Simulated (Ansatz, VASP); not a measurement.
## CdTe in VASP and in Ansatz

The input INCAR:

```
SYSTEM = CdTe
PREC = Accurate
ENCUT = 520
EDIFF = 1E-7
ISMEAR = 0
SIGMA = 0.01
LREAL = .FALSE.
LASPH = .TRUE.
NELM = 60
ALGO = Normal
ISIF = 2
LWAVE = .FALSE.
LCHARG = .FALSE.
GGA = CA
NBANDS = 16
```

File KPOINTS:

```
Automatic mesh
0
G
  6 6 6
  0 0 0
```

The input POSCAR:

```
CdTe
1.0
    0.0000000000      3.2799012126      3.2799012126
    3.2799012126      0.0000000000      3.2799012126
    3.2799012126      3.2799012126      0.0000000000
Cd Te
1 1
Direct
    0.0000000000      0.0000000000      0.0000000000
    0.2500000000      0.2500000000      0.2500000000
```

Input for Ansatz:

```yaml
crystal:
  lattice:
    - [0.0, 3.2799012126, 3.2799012126]
    - [3.2799012126, 0.0, 3.2799012126]
    - [3.2799012126, 3.2799012126, 0.0]
  atoms:
    - { symbol: Cd, position: [0.0, 0.0, 0.0] }
    - { symbol: Te, position: [0.25, 0.25, 0.25] }
kpoints:
  mp_grid: { grid: [6, 6, 6] }
  band_path:
    path:
      - [0.0, 0.0, 0.0]
      - [-0.5, -0.5, 0.0]
      - [-0.375, -0.375, 0.25]
      - [-0.375, 0.0, 0.375]
      - [0.0, 0.0, 0.5]
      - [-0.5, -0.25, 0.25]
    npoints: 1
hamiltonian:
  xc: lda
scf:
  occupations: { method: fixed }
  n_extra_bands: 4
output:
  forces: true
  stress: true
  eigenvalues: true
```

Alike in both runs: task single point; functional LDA; k mesh 6 × 6 × 6; no spin polarisation.

|  | VASP | Ansatz |
| --- | --- | --- |
| version | VASP 6.6.1 | Ansatz 0.2.0 |
| potentials or method | VASP PAW LDA potentials, release 64 (Cd, Te) | plane waves, PAW |
| plane-wave cutoff (eV) | 520 | 420 |
| occupations | gaussian, width 0.01 eV | fixed |
| valence electrons in the cell | 18 | 36 |

|  | VASP | Ansatz | Ansatz less VASP |
| --- | --- | --- | --- |
| gap on the k mesh at the Fermi level (eV) | 0.44 | 0.40 | -0.038 |
| pressure (GPa) | -2.5 | -2.7 | -0.19 |

LDA's correlation is that of Perdew and Zunger in VASP and of Perdew and Wang (1992) in Ansatz. VASP's potentials hold 18 valence electrons a cell and Ansatz's 36, so a difference there can come from the potentials and not from the codes.

Spin-orbit coupling is off throughout.
